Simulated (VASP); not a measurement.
Set up this calculation in VASP 6.6.1, as the native input.

```yaml
Task: density of states
Functional: LDA
Potentials_or_basis: VASP PAW LDA potentials, release 64 (Ge_d)
Cutoff: 520 eV
k_mesh: 15 × 15 × 15
Occupations: fermi-dirac, width 0.08 eV
Spin: no spin polarisation
Dipole_correction: no
k_mesh_for_the_DOS: 23 × 23 × 23
Occupations_for_the_DOS: tetrahedron
Further_INCAR_settings: ALGO = Normal; EDIFF = 1e-06
```

Crystal: Ge.

```xyz
1
Lattice="2.4334 0.0000 0.0000 0.0000 2.4334 0.0000 0.0000 0.0000 2.4334" Properties=species:S:1:pos:R:3 pbc="T T T"
Ge    0.0000    0.0000    0.0000
```

This cell differs from its parent crystal: volume scaled by 0.78.

One way to write it, as run:

POSCAR

```
Ge
1.0
    2.4333964940      0.0000000000      0.0000000000
    0.0000000000      2.4333964940      0.0000000000
    0.0000000000      0.0000000000      2.4333964940
Ge
1
Direct
    0.0000000000      0.0000000000      0.0000000000
```

INCAR.step1

```
SYSTEM = Ge
PREC = Accurate
ENCUT = 520
EDIFF = 1E-6
ISMEAR = -1
SIGMA = 0.08
LREAL = .False.
LASPH = .True.
NELM = 60
ALGO = Normal
ISIF = 2
LWAVE = .False.
LCHARG = .True.
GGA = CA
NBANDS = 13
```

KPOINTS.step1

```
Automatic mesh
0
Gamma
  15 15 15
  0 0 0
```

INCAR.step2

```
SYSTEM = Ge
PREC = Accurate
ENCUT = 520
EDIFF = 1E-6
ISMEAR = -5
SIGMA = 0.08
LREAL = .False.
LASPH = .True.
NELM = 60
ALGO = Normal
ISIF = 2
LWAVE = .False.
LCHARG = .False.
GGA = CA
LORBIT = 11
NEDOS = 1001
ICHARG = 11
```

KPOINTS.step2

```
Automatic mesh
0
Gamma
  23 23 23
  0 0 0
```

Potentials or basis: VASP PAW LDA potentials, release 64 (Ge_d).

Launch:

```bash
$ cat potpaw_LDA.64/Ge_d/POTCAR > POTCAR
$ cp INCAR.step1 INCAR
$ cp KPOINTS.step1 KPOINTS
$ mpirun -np 1 vasp_std > vasp.out
$ cp INCAR.step2 INCAR
$ cp KPOINTS.step2 KPOINTS
$ mpirun -np 1 vasp_std > vasp.out
```

It gave:

| Quantity | Value |
| --- | --- |
| Valence electrons inside the program's atomic spheres | Ge 12.65 |

It took 19 s on 1 thread of Intel(R) Xeon(R) 6975P-C (Granite Rapids), with other jobs on the host, peak memory 0.17 GiB.
